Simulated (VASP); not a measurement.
# Al4N5 in VASP: notebook

Al4N5 is run at these levels: PBE+D3(BJ); tasks: single point.

Program: VASP 6.6.1. These are calculated values, not measurements. Logs are shortened: lines on timing, memory, paths and dates and some standing lists are left out, and cuts for length are marked.

**1. The cell of the first run**

The cell holds a slab with vacuum, 18 atoms: a = 6.218 Å, b = 4.978 Å, c = 22.061 Å, α = 90.00°, β = 90.00°, γ = 90.00°.

**2. Single point, PBE+D3(BJ)**

Input file INCAR:

```
SYSTEM = Al4N5
ALGO = Normal
DIPOL = 0.5 0.5 0.289
EDIFF = 1E-6
ENCUT = 520
GGA = PE
IDIPOL = 3
ISIF = 2
ISMEAR = 0
IVDW = 12
LASPH = .True.
LCHARG = .False.
LDIPOL = .True.
LREAL = Auto
LWAVE = .False.
NBANDS = 52
NELM = 60
PREC = Accurate
SIGMA = 0.05
```

Input file KPOINTS:

```
k-points
0
Gamma
  5 6 1
  0 0 0
```

Input file POSCAR:

```
Al4N5
1.0
    6.2178777932      0.0000000000      0.0000000000
    0.0000000000      4.9778062151      0.0000000000
    0.0000000000      0.0000000000     22.0612415661
Al N
8 10
Direct
    0.0000000000      0.9984444684      0.1813134582
    0.5000000000      0.9984444684      0.1813134582
    0.2500000000      0.4984444684      0.2219944576
    0.7500000000      0.4984444684      0.2219944576
    0.2500000000      0.9927115344      0.3083994001
    0.7500000000      0.9927115344      0.3083994001
    0.0000000000      0.4640676885      0.3340308200
    0.5000000000      0.4640676885      0.3340308200
    0.0000000000      0.6165555316      0.1813134582
    0.5000000000      0.6165555316      0.1813134582
    0.2500000000      0.1165555316      0.2219944576
    0.7500000000      0.1165555316      0.2219944576
    0.2500000000      0.6144481599      0.3071137031
    0.7500000000      0.6144481599      0.3071137031
    0.0000000000      0.1109285761      0.3427387141
    0.5000000000      0.1109285761      0.3427387141
    0.1250000000      0.8609285761      0.4741909713
    0.1250000000      0.8609285761      0.5240521723
```

Potentials or basis: VASP PAW PBE potentials, release 64 (Al, N).

Launch:

```bash
cat potpaw_PBE.64/Al/POTCAR potpaw_PBE.64/N/POTCAR > POTCAR
mpirun -np 1 vasp_std > vasp.out
```

OUTCAR:

```text
SYSTEM = Al4N5
   EDIFF = 1E-6
   ENCUT = 520
   GGA = PE
   ISIF = 2
   ISMEAR = 0
   IVDW = 12
   LASPH = .True.
   LREAL = Auto
   NELM = 60
   PREC = Accurate
 IVDW          = 12

 ion  position               nearest neighbor table
   1  0.000  0.998  0.181-  11 1.89  12 1.89   9 1.90   4 3.07   3 3.07   3 3.07   4 3.07   2 3.11
                             2 3.11   5 3.21   6 3.21
   2  0.500  0.998  0.181-  11 1.89  12 1.89  10 1.90   4 3.07   3 3.07   3 3.07   4 3.07   1 3.11
                             1 3.11   5 3.21   6 3.21
   3  0.250  0.498  0.222-   9 1.89  10 1.89  11 1.90  13 1.96   7 2.92   8 2.92   1 3.07   2 3.07
                             1 3.07   2 3.07   4 3.11   4 3.11   5 3.11   5 3.16
   4  0.750  0.498  0.222-   9 1.89  10 1.89  12 1.90  14 1.96   7 2.92   8 2.92   1 3.07   2 3.07
                             1 3.07   2 3.07   3 3.11   3 3.11   6 3.11   6 3.16
   5  0.250  0.993  0.308-  15 1.83  16 1.83  13 1.88  11 2.00   7 2.87   8 2.87   7 3.11   8 3.11
                             6 3.11   6 3.11   3 3.11   3 3.16   2 3.21   1 3.21
   6  0.750  0.993  0.308-  15 1.83  16 1.83  14 1.88  12 2.00   7 2.87   8 2.87   7 3.11   8 3.11
                             5 3.11   5 3.11   4 3.11   4 3.16   2 3.21   1 3.21
   7  0.000  0.464  0.334-  15 1.77  14 1.82  13 1.82   6 2.87   5 2.87   4 2.92   3 2.92   6 3.11
                             5 3.11   8 3.11   8 3.11
   8  0.500  0.464  0.334-  16 1.77  14 1.82  13 1.82   6 2.87   5 2.87   4 2.92   3 2.92   6 3.11
                             5 3.11   7 3.11   7 3.11
   9  0.000  0.617  0.181-   3 1.89   4 1.89   1 1.90
  10  0.500  0.617  0.181-   3 1.89   4 1.89   2 1.90
  11  0.250  0.117  0.222-   1 1.89   2 1.89   3 1.90   5 2.00
  12  0.750  0.117  0.222-   1 1.89   2 1.89   4 1.90   6 2.00
  13  0.250  0.614  0.307-   7 1.82   8 1.82   5 1.88   3 1.96
  14  0.750  0.614  0.307-   7 1.82   8 1.82   6 1.88   4 1.96
  15  0.000  0.111  0.343-   7 1.77   6 1.83   5 1.83
  16  0.500  0.111  0.343-   8 1.77   6 1.83   5 1.83
  17  0.125  0.861  0.474-  18 1.10
  18  0.125  0.861  0.524-  17 1.10

  LATTYP: Found a simple orthorhombic cell.
 ALAT       =     4.9778062151
 B/A-ratio  =     1.2491200992
 C/A-ratio  =     4.4319205314

  Lattice vectors:

 A1 = (   0.0000000000,  -4.9778062151,   0.0000000000)
 A2 = (   6.2178777932,   0.0000000000,   0.0000000000)
 A3 = (   0.0000000000,   0.0000000000,  22.0612415661)

Analysis of symmetry for initial positions (statically):
=====================================================================
 Subroutine PRICEL returns:
 Original cell was already a primitive cell.

 Routine SETGRP: Setting up the symmetry group for a
 simple orthorhombic supercell.

 Subroutine GETGRP returns: Found  1 space group operations
 (whereof  1 operations were pure point group operations)
 out of a pool of  8 trial point group operations.

The static configuration has the point symmetry C_1 .

Analysis of symmetry for dynamics (positions and initial velocities):
=====================================================================
 Subroutine PRICEL returns:
 Original cell was already a primitive cell.

 Routine SETGRP: Setting up the symmetry group for a
 simple orthorhombic supercell.

 Subroutine GETGRP returns: Found  1 space group operations
 (whereof  1 operations were pure point group operations)
 out of a pool of  8 trial point group operations.

The dynamic configuration has the point symmetry C_1 .

 Subroutine INISYM returns: Found  1 space group operations
 (whereof  1 operations are pure point group operations),
 and found     1 'primitive' translations

----------------------------------------------------------------------------------------

                                     Primitive cell

  volume of cell :     682.8261

  direct lattice vectors                    reciprocal lattice vectors
     6.217877793  0.000000000  0.000000000     0.160826577  0.000000000  0.000000000
     0.000000000  4.977806215  0.000000000     0.000000000  0.200891709  0.000000000
     0.000000000  0.000000000 22.061241566     0.000000000  0.000000000  0.045328365

  length of vectors
     6.217877793  4.977806215 22.061241566     0.160826577  0.200891709  0.045328365

  position of ions in fractional coordinates (direct lattice)
     0.000000000  0.998444468  0.181313458
     0.500000000  0.998444468  0.181313458
     0.250000000  0.498444468  0.221994458
     0.750000000  0.498444468  0.221994458
     0.250000000  0.992711534  0.308399400
     0.750000000  0.992711534  0.308399400
[... 10 lines left out ...]
     0.125000000  0.860928576  0.474190971
     0.125000000  0.860928576  0.524052172

  ion indices of the primitive-cell ions
   primitive index   ion index
                 1           1
                 2           2
                 3           3
                 4           4
                 5           5
                 6           6
[... 10 lines left out ...]
                17          17
                18          18

----------------------------------------------------------------------------------------

 KPOINTS: k-points

Automatic generation of k-mesh.
 Grid dimensions read from file:
 generate k-points for:    5    6    1

 Generating k-lattice:

  Cartesian coordinates                     Fractional coordinates (reciprocal lattice)
     0.032165315  0.000000000  0.000000000     0.200000000  0.000000000  0.000000000
     0.000000000  0.033481952  0.000000000     0.000000000  0.166666667  0.000000000
     0.000000000  0.000000000  0.045328365     0.000000000  0.000000000  1.000000000

  Length of vectors
     0.032165315  0.033481952  0.045328365

  Shift w.r.t. Gamma in fractional coordinates (k-lattice)
     0.000000000  0.000000000  0.000000000

 Subroutine IBZKPT returns following result:
 ===========================================

 Found     16 irreducible k-points:

 Following reciprocal coordinates:
            Coordinates               Weight
  0.000000  0.000000  0.000000      1.000000
  0.200000  0.000000  0.000000      2.000000
  0.400000  0.000000  0.000000      2.000000
  0.000000  0.166667  0.000000      2.000000
  0.200000  0.166667  0.000000      2.000000
 -0.200000  0.166667  0.000000      2.000000
[... 8 lines left out ...]
  0.200000  0.500000  0.000000      2.000000
  0.400000  0.500000  0.000000      2.000000
   k-points           NKPTS =     16   k-points in BZ     NKDIM =     16   number of bands    NBANDS=     52
   number of dos      NEDOS =    301   number of ions     NIONS =     18
   total plane-waves  NPLWV = 322560
   dimension x,y,z NGX =    48 NGY =   40 NGZ =  168
   dimension x,y,z NGXF=    96 NGYF=   80 NGZF=  336
   ions per type =               8  10
   NGX,Y,Z   is equivalent  to a cutoff of  12.83, 13.36, 12.66 a.u.
   NGXF,Y,Z  is equivalent  to a cutoff of  25.67, 26.72, 25.32 a.u.
 SYSTEM =  Al4N5
   PREC   = accura    normal or accurate (medium, high low for compatibility)
   ISTART =      0    job   : 0-new  1-cont  2-samecut
   ICHARG =      2    charge: 1-file 2-atom 10-const
   ISPIN  =      1    spin polarized calculation?
   LNONCOLLINEAR =      F non collinear calculations
   LSORBIT =      F    spin-orbit coupling
   LASPH  =      T    aspherical Exc in radial PAW
   ENCUT  =  520.0 eV  38.22 Ry    6.18 a.u.  11.56  9.26 41.02*2*pi/ulx,y,z
   NELM   =     60;   NELMIN=  2; NELMDL= -5     # of ELM steps
   EDIFF  = 0.1E-05   stopping-criterion for ELM
   LREAL  =      T    real-space projection
   EDIFFG = 0.1E-04   stopping-criterion for IOM
   NSW    =      0    number of steps for IOM
   IBRION =     -1    ionic relax: 0-MD 1-quasi-New 2-CG
   NFREE  =      0    steps in history (QN), initial steepest desc. (CG)
   ISIF   =      2    stress and relaxation
   ISYM   =      2    0-nonsym 1-usesym 2-fastsym
   POTIM  = 0.5000    time-step for ionic-motion
   TEBEG  =    0.0;   TEEND  =   0.0 temperature during run
   PSTRESS=    0.0 pullay stress
   NELECT =      74.0000    total number of electrons
   NUPDOWN=      -1.0000    fix difference up-down
   EMIN   =  10.00;   EMAX   =-10.00  energy-range for DOS
   EFERMI =   0.00;   METHOD = LEGACY
   ISMEAR =     0;   SIGMA  =   0.05  broadening in eV -4-tet -1-fermi 0-gaus
   EFERMI_NEDOS =   21; number of points for ismear=-14 and -15
   IALGO  =     38    algorithm
   IMIX   =      4    mixing-type and parameters
     AMIX     =   0.40;   BMIX     =  1.00
     AMIX_MAG =   1.60;   BMIX_MAG =  1.00
  volume/ion in A,a.u.               =      37.93       256.00
  Fermi-wavevector in a.u.,A,eV,Ry     =   0.780516  1.474962  8.288749  0.609206
  Thomas-Fermi vector in A             =   1.883844
   LORBIT       =      0    0 simple, 1 ext, 2 COOP (PROOUT), +10 PAW based schemes
   GGA     = PE    functional components
   LHFCALC =     F    Hartree Fock is set to
   AEXX    =    0.0000 exact exchange contribution
   IVDW    =    12    specifies the selected vdW correction
   LEPSILON=     F    determine dielectric tensor
   LRPA    =     F    only Hartree local field effects (RPA)
 non-spin polarized calculation
 Gauss-broadening in eV      SIGMA  =   0.05
  energy-cutoff  :      520.00
  volume of cell :      682.83
 maximum number of plane-waves:     18410
 NGX is ok and might be reduce to    48
   NGX = 23   NGY = 19   NGZ = 83

 dipolmoment           0.000000      0.000000     -0.000549 electrons x Angstroem

 number of electron      73.9999994 magnetization

 dipolmoment           0.000000      0.000000      0.058863 electrons x Angstroem

 Free energy of the ion-electron system (eV)
  ---------------------------------------------------
  ext. energy  EPLUGINS =         0.00000000
  ---------------------------------------------------
  free energy    TOTEN  =      -126.65519928 eV

  energy without entropy =     -126.65519928  energy(sigma->0) =     -126.65519928

 E-fermi :  -1.7349     XC(G=0):  -3.9065

 val. band max:       -1.9706383808   @ k =   0.0000   0.5000   0.0000
 cond. band min:      -0.5240741320   @ k =   0.0000   0.0000   0.0000
 fundamental gap:      1.4465642489
 Fermi energy:        -1.7348779131

 k-point     1 :       0.0000    0.0000    0.0000
  band No.  band energies     occupation
      1     -25.2037      2.00000
      2     -17.2856      2.00000
      3     -16.1233      2.00000
      4     -16.1022      2.00000
      5     -15.2514      2.00000
      6     -14.8462      2.00000
[... 41 lines left out ...]
     48       3.6224      0.00000
     49       3.7005      0.00000

 k-point     2 :       0.2000    0.0000    0.0000
  band No.  band energies     occupation
      1     -25.2037      2.00000
      2     -17.2009      2.00000
      3     -16.2632      2.00000
      4     -16.0547      2.00000
      5     -15.3573      2.00000
      6     -14.8013      2.00000
[... 41 lines left out ...]
     48       3.6265      0.00000
     49       3.7882      0.00000

 k-point     3 :       0.4000    0.0000    0.0000
  band No.  band energies     occupation
      1     -25.2037      2.00000
      2     -16.9605      2.00000
      3     -16.6124      2.00000
      4     -15.8649      2.00000
      5     -15.6024      2.00000
      6     -14.6869      2.00000
[... 665 lines left out ...]
     48       3.9967      0.00000
     49       4.1904      0.00000

 k-point    16 :       0.4000    0.5000    0.0000
  band No.  band energies     occupation
      1     -25.2030      2.00000
      2     -16.4992      2.00000
      3     -16.2406      2.00000
      4     -16.0581      2.00000
      5     -15.7808      2.00000
      6     -14.8880      2.00000
[... 41 lines left out ...]
     48       4.3805      0.00000
     49       4.6124      0.00000
 [bands above 49 left out]

------------------------ aborting loop because EDIFF is reached ----------------------------------------

 vacuum level on the upper side and lower side of the slab       (xc-potential included)         0.037        -0.300

 Edisp (eV)   -2.82396

 E8    (eV) :    -1.1404

  FORCE on cell =-STRESS in cart. coord.  units (eV):
  Direction    XX          YY          ZZ          XY          YZ          ZX
  --------------------------------------------------------------------------------------
  -------------------------------------------------------------------------------------
  Total       5.42572    -3.81076    -3.01641    -0.07613     1.39429     0.07519
  in kB      12.73085    -8.94154    -7.07767    -0.17863     3.27156     0.17644
  external pressure =       -1.10 kB  Pullay stress =        0.00 kB

 VOLUME and BASIS-vectors are now :
 -----------------------------------------------------------------------------
  energy-cutoff  :      520.00
  volume of cell :      682.83
      direct lattice vectors                 reciprocal lattice vectors
     6.217877793  0.000000000  0.000000000     0.160826577  0.000000000  0.000000000
     0.000000000  4.977806215  0.000000000     0.000000000  0.200891709  0.000000000
     0.000000000  0.000000000 22.061241566     0.000000000  0.000000000  0.045328365

 POSITION                                       TOTAL-FORCE (eV/Angst)
 -----------------------------------------------------------------------------------
      0.00000      4.97006      4.00000        -0.000152     -1.588456      2.230401
      3.10894      4.97006      4.00000        -0.000013     -1.590424      2.222765
      1.55447      2.48116      4.89747        -0.000784      0.810548     -1.847984
      4.66341      2.48116      4.89747         0.001693      0.806854     -1.856663
      1.55447      4.94153      6.80367        -0.028339     -0.028546      0.003439
      4.66341      4.94153      6.80367         0.030749     -0.011487     -0.012784
[... 10 lines left out ...]
      0.77723      4.28554     10.46124         0.052446     -0.193885     -2.150094
      0.77723      4.28554     11.56124        -0.019560      0.090106      2.172068
 -----------------------------------------------------------------------------------
    total drift:                                0.000201     -0.013419     -0.007372

  FREE ENERGIE OF THE ION-ELECTRON SYSTEM (eV)
  ---------------------------------------------------
  free  energy   TOTEN  =      -129.4791598319 eV

  energy  without entropy=     -129.4791598319  energy(sigma->0) =     -129.47915983

 vacuum level on the upper side and lower side of the slab         3.193         2.847
```

Run time: 12 min. Hardware: 1 thread of Intel Xeon Platinum 8375C at 2.90GHz (Ice Lake), shared host; peak memory 0.83 GiB.

Results:

- Free energy: -129.4792 eV
- Largest force: 2.738 eV/Å
- Band gap on the k mesh: 1.45 eV, indirect (least direct gap 1.46 eV)
- Dispersion energy per atom: -0.157 eV

Forces in eV/Å, atoms in the order of the input:
```
Al   0.000 -1.588  2.230
Al   0.000 -1.590  2.223
Al  -0.001  0.811 -1.848
Al   0.002  0.807 -1.857
Al  -0.028 -0.029  0.003
Al   0.031 -0.011 -0.013
Al   0.016  0.000  0.000
Al  -0.013  0.018 -0.019
N   -0.001  0.685  0.644
N    0.001  0.684  0.646
N    0.003  0.094 -1.000
N   -0.005  0.093 -1.003
N    0.009  0.028 -0.011
N   -0.010  0.036  0.009
N   -0.039  0.070 -0.067
N    0.003 -0.003  0.038
N    0.052 -0.194 -2.150
N   -0.020  0.090  2.172
```

Levels at points of the mesh, in eV from the valence-band top:
```
           k point  band 33  band 34  band 35  band 36  band 37  band 38  band 39  band 40  band 41  band 42
(0.00, 0.00, 0.00)    -0.72    -0.67    -0.25    -0.06    -0.01     1.45     2.93     3.05     3.19     3.35
(0.00, 0.50, 0.00)    -0.72    -0.47    -0.39    -0.25     0.00     1.93     2.82     3.07     3.19     3.50
```

Caveat: the standard files for N, O and F lose accuracy on very short bonds.

**3. Single point, PBE+D3(BJ)**

Input file INCAR:

```
ALGO = Normal ; DIPOL = 0.5 0.5 0.289
EDIFF = 1E-7 ; ENCUT = 520
GGA = PE ; IDIPOL = 3
ISIF = 2 ; ISMEAR = 0
IVDW = 12 ; LASPH = True
LCHARG = False ; LDIPOL = True
LREAL = Auto ; LWAVE = False
NBANDS = 52 ; NELM = 100
PREC = Accurate ; SIGMA = 0.05
```

Input file KPOINTS:

```
k-points
0
Gamma
  5 6 1
```

Edit POSCAR of step 2 so:

```diff
@@ -24,3 +24,3 @@
     0.5000000000      0.1109285761      0.3427387141
-    0.1250000000      0.8609285761      0.4741909713
-    0.1250000000      0.8609285761      0.5240521723
+    0.1250000000      0.6109285761      0.4741909713
+    0.1250000000      0.6109285761      0.5240521723
```

Potentials or basis: VASP PAW PBE potentials, release 64 (Al, N).

Launch:

```bash
cat potpaw_PBE.64/Al/POTCAR potpaw_PBE.64/N/POTCAR > POTCAR
mpirun -np 1 vasp_std > vasp.out
```

Run time: 18 min. Hardware: 1 thread of Intel Xeon Platinum 8259CL at 2.50GHz (Skylake/Cascade Lake), shared host; peak memory 0.82 GiB.

Results (log left out):

| Quantity | Value |
| --- | --- |
| Free energy | -129.5681 eV |
| Largest force | 2.739 eV/Å |
| Band gap on the k mesh | 1.46 eV, indirect (least direct gap 1.47 eV) |
| Dispersion energy per atom | -0.157 eV |

Forces in eV/Å, atoms in the order of the input:
```
Al   0.003 -1.591  2.230
Al  -0.003 -1.593  2.220
Al   0.005  0.823 -1.834
Al  -0.003  0.812 -1.864
Al  -0.035 -0.050 -0.016
Al   0.036 -0.028 -0.024
Al   0.068  0.046  0.115
Al  -0.038  0.031 -0.033
N   -0.003  0.685  0.642
N    0.004  0.685  0.641
N    0.002  0.095 -0.997
N   -0.003  0.095 -0.990
N    0.014  0.011 -0.049
N   -0.008  0.022  0.014
N   -0.018 -0.013  0.011
N    0.005 -0.008  0.057
N   -0.039 -0.047 -2.160
N    0.010  0.025  2.036
```

Levels at points of the mesh, in eV from the valence-band top:
| k point | band 33 | band 34 | band 35 | band 36 | band 37 | band 38 | band 39 | band 40 | band 41 | band 42 |
| --- | --- | --- | --- | --- | --- | --- | --- | --- | --- | --- |
| (0.00, 0.00, 0.00) | -0.73 | -0.70 | -0.25 | -0.07 | -0.01 | 1.46 | 2.63 | 2.80 | 3.08 | 3.20 |
| (0.00, 0.50, 0.00) | -0.74 | -0.47 | -0.41 | -0.25 | 0.00 | 1.92 | 2.64 | 2.68 | 3.09 | 3.42 |

Caveat: the standard files for N, O and F lose accuracy on very short bonds.

**4. Single point, PBE+D3(BJ)**

Input file INCAR:

```
PREC = Accurate
ENCUT = 520
EDIFF = 1E-6
ISMEAR = 0
SIGMA = 0.05
LREAL = Auto
LASPH = T
NELM = 100
ALGO = Normal
ISIF = 2
LWAVE = F
LCHARG = F
LDIPOL = T
IDIPOL = 3
DIPOL = 0.5 0.5 0.289
GGA = PE
IVDW = 12
NBANDS = 52
```

Input file KPOINTS:

```
regular mesh
0
Gamma
  5 6 1
```

Edit POSCAR of step 3 so:

```diff
@@ -24,3 +24,3 @@
     0.5000000000      0.1109285761      0.3427387141
-    0.1250000000      0.6109285761      0.4741909713
-    0.1250000000      0.6109285761      0.5240521723
+    0.1250000000      0.3609285761      0.4741909713
+    0.1250000000      0.3609285761      0.5240521723
```

Launch:

```bash
cat potpaw_PBE.64/Al/POTCAR potpaw_PBE.64/N/POTCAR > POTCAR
mpirun -np 1 vasp_std > vasp.out
```

It took 19 min on 1 thread of Intel Xeon Platinum 8259CL at 2.50GHz (Skylake/Cascade Lake), shared host; peak memory 0.83 GiB.

It converged, with:

```yaml
Free_energy: -129.5011 eV
Largest_force: 2.742 eV/Å
Band_gap_on_the_k_mesh: 1.46 eV, indirect (least direct gap 1.47 eV)
Dispersion_energy_per_atom: -0.157 eV
```

Forces on the atoms (eV/Å):
```
Al   0.000 -1.587  2.237
Al   0.000 -1.587  2.220
Al   0.001  0.811 -1.854
Al   0.000  0.805 -1.865
Al  -0.068 -0.023 -0.023
Al   0.071 -0.018 -0.031
Al   0.045 -0.034  0.060
Al  -0.021  0.014 -0.031
N   -0.001  0.683  0.645
N    0.001  0.683  0.649
N    0.008  0.097 -1.001
N   -0.011  0.097 -1.008
N    0.011  0.017  0.005
N   -0.014  0.019  0.023
N   -0.057 -0.094 -0.094
N    0.002 -0.010  0.056
N    0.052  0.227 -2.110
N   -0.018 -0.099  2.123
```

Levels at points of the mesh, in eV from the valence-band top:
```tsv
k point	band 34	band 35	band 36	band 37	band 38	band 39	band 40	band 41
(0.00, 0.00, 0.00)	-0.68	-0.25	-0.07	-0.01	1.46	2.78	2.85	3.10
(0.00, 0.50, 0.00)	-0.48	-0.39	-0.25	0.00	1.92	2.68	2.84	3.09
```

Caveat: the standard files for N, O and F lose accuracy on very short bonds.
